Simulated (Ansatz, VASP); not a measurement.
# One calculation of BN, two programs

```
CELL_PARAMETERS angstrom
2.53600 0.00000 0.00000
-1.26800 2.19624 0.00000
0.00000 0.00000 4.19900
ATOMIC_POSITIONS crystal
B 0.66667 0.33333 0.00000
B 0.33333 0.66667 0.50000
N 0.66667 0.33333 0.37500
N 0.33333 0.66667 0.87500
```

Alike in both runs: task single point; functional PBEsol; k mesh 8 × 8 × 5; no spin polarisation.

|  | VASP | Ansatz |
| --- | --- | --- |
| version | VASP 6.6.1 | Ansatz 0.2.0 |
| potentials or method | VASP PAW PBE potentials, release 64 (B, N) | plane waves, PAW |
| plane-wave cutoff (eV) | 520 | 420 |
| occupations | gaussian, width 0.01 eV | fixed |
| valence electrons in the cell | 16 | 16 |

```tsv
	VASP	Ansatz	Ansatz less VASP
gap on the k mesh at the Fermi level (eV)	5.30	5.32	+0.018
```

VASP's potentials were made for PBE, not for PBEsol.
